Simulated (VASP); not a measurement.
# CO2 (Cmce) in VASP: notebook

Runs on CO2. Level: LDA. Tasks: single point.

Program: VASP 6.6.1. These are calculated values, not measurements. Logs are shortened: lines on timing, memory, paths and dates and some standing lists are left out, and cuts for length are marked.

### Step 1. The cell of the first run

It takes space group Cmce (No. 64, orthorhombic). Conventional cell: a = 4.603 Å, b = 4.244 Å, c = 5.865 Å, α = 90.00°, β = 90.00°, γ = 90.00°. C (site symmetry 2/m) has 2 O at 1.16 Å within 1.6 Å. O (site symmetry m) has 1 C at 1.16 Å within 1.6 Å.

### Step 2. Single point, LDA

File INCAR:

```
  PREC = Accurate
  ENCUT = 520
  EDIFF = 1E-6
  ISMEAR = 0
  SIGMA = 0.1
  LREAL = F
  LASPH = T
  NELM = 100
  ALGO = Normal
  ISIF = 2
  LWAVE = F
  LCHARG = T
  GGA = CA
  LELF = T
  LVHAR = T
  NBANDS = 25
```

File KPOINTS:

```
regular mesh
0
Gamma
  6 6 4
```

File POSCAR:

```
CO2
1.0
    2.3015063053     -2.1217870865      0.0000000000
    2.3015063053      2.1217870865      0.0000000000
    0.0000000000      0.0000000000      5.8654566796
C O
2 4
Direct
    0.0000000000      0.0000000000      0.0000000000
    0.5000000000      0.5000000000      0.5000000000
    0.7802751903      0.2197248097      0.8833680672
    0.2197248097      0.7802751903      0.1166319328
    0.7197248097      0.2802751903      0.3833680672
    0.2802751903      0.7197248097      0.6166319328
```

Potentials or basis: VASP PAW LDA potentials, release 64 (C, O).

The run is started by

```
$ cat potpaw_LDA.64/C/POTCAR potpaw_LDA.64/O/POTCAR > POTCAR
$ mpirun -np 1 vasp_std > vasp.out
```

OUTCAR:

```text
PREC = Accurate
   ENCUT = 520
   EDIFF = 1E-6
   ISMEAR = 0
   LREAL = F
   LASPH = T
   NELM = 100
   ISIF = 2
   GGA = CA

 ion  position               nearest neighbor table
   1  0.000  0.000  0.000-   3 1.16   4 1.16
   2  0.500  0.500  0.500-   5 1.16   6 1.16
   3  0.780  0.220  0.883-   1 1.16
   4  0.220  0.780  0.117-   1 1.16
   5  0.720  0.280  0.383-   2 1.16
   6  0.280  0.720  0.617-   2 1.16

  LATTYP: Found a base centered orthorhombic cell.
 ALAT       =     4.2435741730
 B/A-ratio  =     1.0847018157
 C/A-ratio  =     1.3821972800

  Lattice vectors:

 A1 = (  -2.3015063053,  -2.1217870865,   0.0000000000)
 A2 = (   2.3015063053,  -2.1217870865,   0.0000000000)
 A3 = (   0.0000000000,   0.0000000000,   5.8654566796)

Analysis of symmetry for initial positions (statically):
=====================================================================
 Subroutine PRICEL returns:
 Original cell was already a primitive cell.

 Routine SETGRP: Setting up the symmetry group for a
 base centered orthorhombic supercell.

 Subroutine GETGRP returns: Found  8 space group operations
 (whereof  4 operations were pure point group operations)
 out of a pool of  8 trial point group operations.

The static configuration has the point symmetry C_2h.
 The point group associated with its full space group is D_2h.

Analysis of symmetry for dynamics (positions and initial velocities):
=====================================================================
 Subroutine PRICEL returns:
 Original cell was already a primitive cell.

 Routine SETGRP: Setting up the symmetry group for a
 base centered orthorhombic supercell.

 Subroutine GETGRP returns: Found  8 space group operations
 (whereof  4 operations were pure point group operations)
 out of a pool of  8 trial point group operations.

The dynamic configuration has the point symmetry C_2h.
 The point group associated with its full space group is D_2h.

 Subroutine INISYM returns: Found  8 space group operations
 (whereof  4 operations are pure point group operations),
 and found     1 'primitive' translations

----------------------------------------------------------------------------------------

                                     Primitive cell

  volume of cell :      57.2856

  direct lattice vectors                    reciprocal lattice vectors
     2.301506305 -2.121787086  0.000000000     0.217249025 -0.235650411  0.000000000
     2.301506305  2.121787086  0.000000000     0.217249025  0.235650411  0.000000000
     0.000000000  0.000000000  5.865456680     0.000000000  0.000000000  0.170489709

  length of vectors
     3.130321344  3.130321344  5.865456680     0.320512488  0.320512488  0.170489709

  position of ions in fractional coordinates (direct lattice)
     0.000000000  0.000000000  0.000000000
     0.500000000  0.500000000  0.500000000
     0.780275190  0.219724810  0.883368067
     0.219724810  0.780275190  0.116631933
     0.719724810  0.280275190  0.383368067
     0.280275190  0.719724810  0.616631933

  ion indices of the primitive-cell ions
   primitive index   ion index
                 1           1
                 2           2
                 3           3
                 4           4
                 5           5
                 6           6

----------------------------------------------------------------------------------------

 KPOINTS: regular mesh

Automatic generation of k-mesh.
 Grid dimensions read from file:
 generate k-points for:    6    6    4

 Generating k-lattice:

  Cartesian coordinates                     Fractional coordinates (reciprocal lattice)
     0.036208171 -0.039275069  0.000000000     0.166666667  0.000000000  0.000000000
     0.036208171  0.039275069  0.000000000     0.000000000  0.166666667  0.000000000
     0.000000000  0.000000000  0.042622427     0.000000000  0.000000000  0.250000000

  Length of vectors
     0.053418748  0.053418748  0.042622427

  Shift w.r.t. Gamma in fractional coordinates (k-lattice)
     0.000000000  0.000000000  0.000000000

 Subroutine IBZKPT returns following result:
 ===========================================

 Found     39 irreducible k-points:

 Following reciprocal coordinates:
            Coordinates               Weight
  0.000000  0.000000  0.000000      1.000000
  0.166667  0.000000  0.000000      4.000000
  0.333333  0.000000  0.000000      4.000000
  0.500000  0.000000  0.000000      2.000000
  0.166667  0.166667  0.000000      2.000000
  0.333333  0.166667  0.000000      4.000000
[... 16 lines left out ...]
  0.333333  0.333333  0.250000      4.000000
  0.500000  0.333333  0.250000      8.000000
 [... further k-points ...]
   k-points           NKPTS =     39   k-points in BZ     NKDIM =     39   number of bands    NBANDS=     25
   number of dos      NEDOS =    301   number of ions     NIONS =      6
   total plane-waves  NPLWV =  27648
   dimension x,y,z NGX =    24 NGY =   24 NGZ =   48
   dimension x,y,z NGXF=    48 NGYF=   48 NGZF=   96
   ions per type =               2   4
   NGX,Y,Z   is equivalent  to a cutoff of  12.75, 12.75, 13.60 a.u.
   NGXF,Y,Z  is equivalent  to a cutoff of  25.49, 25.49, 27.21 a.u.
 SYSTEM =  unknown system
   PREC   = accura    normal or accurate (medium, high low for compatibility)
   ISTART =      0    job   : 0-new  1-cont  2-samecut
   ICHARG =      2    charge: 1-file 2-atom 10-const
   ISPIN  =      1    spin polarized calculation?
   LNONCOLLINEAR =      F non collinear calculations
   LSORBIT =      F    spin-orbit coupling
   LASPH  =      T    aspherical Exc in radial PAW
   ENCUT  =  520.0 eV  38.22 Ry    6.18 a.u.   5.82  5.82 10.91*2*pi/ulx,y,z
   NELM   =    100;   NELMIN=  2; NELMDL= -5     # of ELM steps
   EDIFF  = 0.1E-05   stopping-criterion for ELM
   LREAL  =      F    real-space projection
   EDIFFG = 0.1E-04   stopping-criterion for IOM
   NSW    =      0    number of steps for IOM
   IBRION =     -1    ionic relax: 0-MD 1-quasi-New 2-CG
   NFREE  =      0    steps in history (QN), initial steepest desc. (CG)
   ISIF   =      2    stress and relaxation
   ISYM   =      2    0-nonsym 1-usesym 2-fastsym
   POTIM  = 0.5000    time-step for ionic-motion
   TEBEG  =    0.0;   TEEND  =   0.0 temperature during run
   PSTRESS=    0.0 pullay stress
   NELECT =      32.0000    total number of electrons
   NUPDOWN=      -1.0000    fix difference up-down
   EMIN   =  10.00;   EMAX   =-10.00  energy-range for DOS
   EFERMI =   0.00;   METHOD = LEGACY
   ISMEAR =     0;   SIGMA  =   0.10  broadening in eV -4-tet -1-fermi 0-gaus
   EFERMI_NEDOS =   21; number of points for ismear=-14 and -15
   IALGO  =     38    algorithm
   IMIX   =      4    mixing-type and parameters
     AMIX     =   0.40;   BMIX     =  1.00
     AMIX_MAG =   1.60;   BMIX_MAG =  1.00
  volume/ion in A,a.u.               =       9.55        64.43
  Fermi-wavevector in a.u.,A,eV,Ry     =   1.348268  2.547857 24.733032  1.817827
  Thomas-Fermi vector in A             =   2.475951
   LORBIT       =      0    0 simple, 1 ext, 2 COOP (PROOUT), +10 PAW based schemes
   GGA     = CA    functional components
   LHFCALC =     F    Hartree Fock is set to
   AEXX    =    0.0000 exact exchange contribution
   IVDW    =     0    specifies the selected vdW correction
   LEPSILON=     F    determine dielectric tensor
   LRPA    =     F    only Hartree local field effects (RPA)
 non-spin polarized calculation
 Gauss-broadening in eV      SIGMA  =   0.10
  energy-cutoff  :      520.00
  volume of cell :       57.29
 maximum number of plane-waves:      1560
   NGX = 11   NGY = 11   NGZ = 21

 number of electron      31.9999982 magnetization

 Free energy of the ion-electron system (eV)
  ---------------------------------------------------
  ext. energy  EPLUGINS =         0.00000000
  ---------------------------------------------------
  free energy    TOTEN  =       -49.41136319 eV

  energy without entropy =      -49.41136319  energy(sigma->0) =      -49.41136319

 E-fermi :   0.1776     XC(G=0): -10.7896

 val. band max:       -0.2790400304   @ k =   0.5000   0.5000   0.0000
 cond. band min:       5.3755431032   @ k =   0.0000   0.0000   0.0000
 fundamental gap:      5.6545831336
 Fermi energy:         0.1776130555

 k-point     1 :       0.0000    0.0000    0.0000
  band No.  band energies     occupation
      1     -22.0687      2.00000
      2     -21.4788      2.00000
      3     -20.4231      2.00000
      4     -20.1251      2.00000
      5      -7.0402      2.00000
      6      -5.9296      2.00000
[... 17 lines left out ...]
     24      16.4391      0.00000
     25      17.6214      0.00000

 k-point     2 :       0.1667    0.0000    0.0000
  band No.  band energies     occupation
      1     -21.9526      2.00000
      2     -21.4179      2.00000
      3     -20.4267      2.00000
      4     -20.1896      2.00000
      5      -7.1306      2.00000
      6      -5.8744      2.00000
[... 17 lines left out ...]
     24      15.8024      0.00000
     25      17.2928      0.00000

 k-point     3 :       0.3333    0.0000    0.0000
  band No.  band energies     occupation
      1     -21.6577      2.00000
      2     -21.3063      2.00000
      3     -20.4498      2.00000
      4     -20.3525      2.00000
      5      -7.2732      2.00000
      6      -6.5049      2.00000
[... 552 lines left out ...]
 k-point    23 :       0.3333    0.3333    0.2500
  band No.  band energies     occupation
      1     -21.3789      2.00000
      2     -21.1293      2.00000
      3     -20.4513      2.00000
      4     -20.4327      2.00000
      5      -7.0399      2.00000
      6      -6.8953      2.00000
[... 17 lines left out ...]
     24      15.4735      0.00000
     25      15.9295      0.00000

 k-point    24 :       0.5000    0.3333    0.2500
  band No.  band energies     occupation
      1     -21.2154      2.00000
      2     -21.0747      2.00000
      3     -20.4948      2.00000
      4     -20.4777      2.00000
      5      -7.1098      2.00000
      6      -6.8436      2.00000
[... 17 lines left out ...]
     24      14.8170      0.00000
     25      15.3004      0.00000

 [... further k-points ...]

------------------------ aborting loop because EDIFF is reached ----------------------------------------

  FORCE on cell =-STRESS in cart. coord.  units (eV):
  Direction    XX          YY          ZZ          XY          YZ          ZX
  --------------------------------------------------------------------------------------
  -------------------------------------------------------------------------------------
  Total        3.0369922      5.5216322      4.3236043      0.0000000      0.0000000      0.0000000
  in kB       84.9392564    154.4302078    120.9235040      0.0000000      0.0000000      0.0000000
  external PRESSURE =     120.0976561 kB  Pullay stress =       0.0000000 kB

 VOLUME and BASIS-vectors are now :
 -----------------------------------------------------------------------------
  energy-cutoff  :      520.00
  volume of cell :       57.29
      direct lattice vectors                 reciprocal lattice vectors
     2.301506305 -2.121787086  0.000000000     0.217249025 -0.235650411  0.000000000
     2.301506305  2.121787086  0.000000000     0.217249025  0.235650411  0.000000000
     0.000000000  0.000000000  5.865456680     0.000000000  0.000000000  0.170489709

 POSITION                                       TOTAL-FORCE (eV/Angst)
 -----------------------------------------------------------------------------------
      0.00000      0.00000      0.00000         0.000000      0.000000      0.000000
      2.30151      0.00000      2.93273        -0.000000     -0.000000      0.000000
      2.30151     -1.18937      5.18136         0.000000      0.669124     -0.490743
      2.30151      1.18937      0.68410         0.000000     -0.669124      0.490743
      2.30151     -0.93242      2.24863         0.000000     -0.669124     -0.490743
      2.30151      0.93242      3.61683         0.000000      0.669124      0.490743
 -----------------------------------------------------------------------------------
    total drift:                                0.000000     -0.000000     -0.000000

  FREE ENERGIE OF THE ION-ELECTRON SYSTEM (eV)
  ---------------------------------------------------
  free  energy   TOTEN  =       -49.4113631856 eV

  energy  without entropy=      -49.4113631856  energy(sigma->0) =      -49.41136319
```

It took 21 s on 1 thread of Intel Xeon Platinum 8488C (Sapphire Rapids), shared host; peak memory 0.17 GiB.

What came out:

- Free energy: -49.4114 eV
- Pressure: 12.0 GPa
- Largest force: 0.830 eV/Å
- Band gap on the k mesh: 5.65 eV (least direct gap 6.83 eV)

Forces in eV/Å, atoms in the order of the input:
```
C    0.000  0.000  0.000
C    0.000  0.000  0.000
O    0.000  0.669 -0.491
O    0.000 -0.669  0.491
O    0.000 -0.669 -0.491
O    0.000  0.669  0.491
```

Caveat: the cell stands under pressure. A k mesh can miss the band edges.

### Step 3. Single point, LDA

File INCAR:

```
ALGO = Normal
EDIFF = 1E-7
ENCUT = 520
ISIF = 2
ISMEAR = 0
LASPH = True
LCHARG = False
LREAL = False
LWAVE = False
NBANDS = 25
NELM = 80
PREC = Accurate
SIGMA = 0.1
```

File KPOINTS:

```
k-points
0
Gamma
  6 6 4
```

POSCAR is that of step 2.

Potentials or basis: VASP PAW LDA potentials, release 64 (C, O).

The run is started by

```
$ cat potpaw_LDA.64/C/POTCAR potpaw_LDA.64/O/POTCAR > POTCAR
$ mpirun -np 1 vasp_std > vasp.out
```

OUTCAR:

```text
EDIFF = 1E-7
   ENCUT = 520
   ISIF = 2
   ISMEAR = 0
   LASPH = True
   LREAL = False
   NELM = 80
   PREC = Accurate

 ion  position               nearest neighbor table
   1  0.000  0.000  0.000-   3 1.16   4 1.16
   2  0.500  0.500  0.500-   5 1.16   6 1.16
   3  0.780  0.220  0.883-   1 1.16
   4  0.220  0.780  0.117-   1 1.16
   5  0.720  0.280  0.383-   2 1.16
   6  0.280  0.720  0.617-   2 1.16

  LATTYP: Found a base centered orthorhombic cell.
 ALAT       =     4.2435741730
 B/A-ratio  =     1.0847018157
 C/A-ratio  =     1.3821972800

  Lattice vectors:

 A1 = (  -2.3015063053,  -2.1217870865,   0.0000000000)
 A2 = (   2.3015063053,  -2.1217870865,   0.0000000000)
 A3 = (   0.0000000000,   0.0000000000,   5.8654566796)

Analysis of symmetry for initial positions (statically):
=====================================================================
 Subroutine PRICEL returns:
 Original cell was already a primitive cell.

 Routine SETGRP: Setting up the symmetry group for a
 base centered orthorhombic supercell.

 Subroutine GETGRP returns: Found  8 space group operations
 (whereof  4 operations were pure point group operations)
 out of a pool of  8 trial point group operations.

The static configuration has the point symmetry C_2h.
 The point group associated with its full space group is D_2h.

Analysis of symmetry for dynamics (positions and initial velocities):
=====================================================================
 Subroutine PRICEL returns:
 Original cell was already a primitive cell.

 Routine SETGRP: Setting up the symmetry group for a
 base centered orthorhombic supercell.

 Subroutine GETGRP returns: Found  8 space group operations
 (whereof  4 operations were pure point group operations)
 out of a pool of  8 trial point group operations.

The dynamic configuration has the point symmetry C_2h.
[... 129 lines left out ...]
  volume/ion in A,a.u.               =       9.55        64.43
  Fermi-wavevector in a.u.,A,eV,Ry     =   1.348268  2.547857 24.733032  1.817827
  Thomas-Fermi vector in A             =   2.475951
   LORBIT       =      0    0 simple, 1 ext, 2 COOP (PROOUT), +10 PAW based schemes
   GGA     = CA    functional components
   LHFCALC =     F    Hartree Fock is set to
   AEXX    =    0.0000 exact exchange contribution
   IVDW    =     0    specifies the selected vdW correction
   LEPSILON=     F    determine dielectric tensor
   LRPA    =     F    only Hartree local field effects (RPA)
 non-spin polarized calculation
 Gauss-broadening in eV      SIGMA  =   0.10
  energy-cutoff  :      520.00
  volume of cell :       57.29
 maximum number of plane-waves:      1560
   NGX = 11   NGY = 11   NGZ = 21

 number of electron      31.9999982 magnetization

 Free energy of the ion-electron system (eV)
  ---------------------------------------------------
  ext. energy  EPLUGINS =         0.00000000
  ---------------------------------------------------
  free energy    TOTEN  =       -49.41136319 eV

  energy without entropy =      -49.41136319  energy(sigma->0) =      -49.41136319

 E-fermi :   0.1776     XC(G=0): -10.7896

 val. band max:       -0.2790487301   @ k =   0.5000   0.5000   0.0000
 cond. band min:       5.3755403223   @ k =   0.0000   0.0000   0.0000
 fundamental gap:      5.6545890524
 Fermi energy:         0.1776101419

 k-point     1 :       0.0000    0.0000    0.0000
  band No.  band energies     occupation
      1     -22.0687      2.00000
      2     -21.4788      2.00000
      3     -20.4231      2.00000
      4     -20.1251      2.00000
      5      -7.0402      2.00000
      6      -5.9296      2.00000
[... 661 lines left out ...]
     24      14.8170      0.00000
     25      15.3004      0.00000

 [... further k-points ...]

------------------------ aborting loop because EDIFF is reached ----------------------------------------

  FORCE on cell =-STRESS in cart. coord.  units (eV):
  Direction    XX          YY          ZZ          XY          YZ          ZX
  --------------------------------------------------------------------------------------
  -------------------------------------------------------------------------------------
  Total        3.0371246      5.5216717      4.3236999      0.0000000     -0.0000000      0.0000000
  in kB       84.9429620    154.4313144    120.9261787      0.0000000     -0.0000000      0.0000000
  external PRESSURE =     120.1001517 kB  Pullay stress =       0.0000000 kB

 VOLUME and BASIS-vectors are now :
 -----------------------------------------------------------------------------
  energy-cutoff  :      520.00
  volume of cell :       57.29
      direct lattice vectors                 reciprocal lattice vectors
     2.301506305 -2.121787086  0.000000000     0.217249025 -0.235650411  0.000000000
     2.301506305  2.121787086  0.000000000     0.217249025  0.235650411  0.000000000
     0.000000000  0.000000000  5.865456680     0.000000000  0.000000000  0.170489709

 POSITION                                       TOTAL-FORCE (eV/Angst)
 -----------------------------------------------------------------------------------
      0.00000      0.00000      0.00000        -0.000000     -0.000000      0.000000
      2.30151      0.00000      2.93273         0.000000      0.000000      0.000000
      2.30151     -1.18937      5.18136         0.000000      0.669123     -0.490746
      2.30151      1.18937      0.68410         0.000000     -0.669123      0.490746
      2.30151     -0.93242      2.24863         0.000000     -0.669123     -0.490746
      2.30151      0.93242      3.61683         0.000000      0.669123      0.490746
 -----------------------------------------------------------------------------------
    total drift:                                0.000000     -0.000000     -0.000000

  FREE ENERGIE OF THE ION-ELECTRON SYSTEM (eV)
  ---------------------------------------------------
  free  energy   TOTEN  =       -49.4113631855 eV

  energy  without entropy=      -49.4113631855  energy(sigma->0) =      -49.41136319
```

Run time: 21 s. Hardware: 1 thread of Intel Xeon Platinum 8488C (Sapphire Rapids), shared host; peak memory 0.16 GiB.

What came out:

```yaml
Free_energy: -49.4114 eV
Pressure: 12.0 GPa
Largest_force: 0.830 eV/Å
Band_gap_on_the_k_mesh: 5.65 eV (least direct gap 6.83 eV)
```

Forces in eV/Å, atoms in the order of the input:
```
C    0.000  0.000  0.000
C    0.000  0.000  0.000
O    0.000  0.669 -0.491
O    0.000 -0.669  0.491
O    0.000 -0.669 -0.491
O    0.000  0.669  0.491
```

Caveat: the cell stands under pressure. A k mesh can miss the band edges.

(Part 1 of 2 ends here.)
